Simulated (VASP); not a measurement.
# InSe: single point with r2SCAN

InSe, a sheet with vacuum:

```xyz
4
Lattice="4.0358 0.0000 0.0000 -2.0179 3.4951 0.0000 0.0000 0.0000 34.5200" Properties=species:S:1:pos:R:3 pbc="T T T"
Se    2.0179    1.1650    7.0186
Se    2.0179    1.1650   12.3414
In    0.0000    2.3301    8.2818
In    0.0000    2.3301   11.0782
```

```yaml
Program: VASP 6.6.1
Task: single point
Functional: r2SCAN
Potentials_or_basis: VASP PAW PBE potentials, release 64 (Se, In_d)
Cutoff: 440 eV
k_mesh: 12 × 12 × 1
Occupations: gaussian, width 0.03 eV
Spin: no spin polarisation
```

```yaml
Largest_force: 0.016 eV/Å
Band_gap_on_the_k_mesh: 1.94 eV (least direct gap 2.00 eV)
```

Forces on the atoms (eV/Å):
```
Se   0.000  0.000 -0.016
Se   0.000  0.000  0.016
In   0.000  0.000  0.009
In   0.000  0.000 -0.009
```

Levels at points of the mesh, in eV from the valence-band top:
```csv
k point,band 16,band 17,band 18,band 19,band 20,band 21,band 22,band 23
"(0.00, 0.00, 0.00)",-0.64,-0.56,-0.56,-0.06,1.94,3.21,5.33,5.33
"(0.50, 0.00, 0.00)",-1.71,-1.64,-1.53,-0.98,2.55,2.66,4.59,4.91
```

It took 39 min on 1 thread of Oxide Virtual Turin-like Processor, with other jobs on the host, peak memory 0.55 GiB.

Caveat: the PAW data sets were made with another functional, which shifts forces and pressure a little; spin-orbit coupling is left out, which moves the levels of the heavy elements.
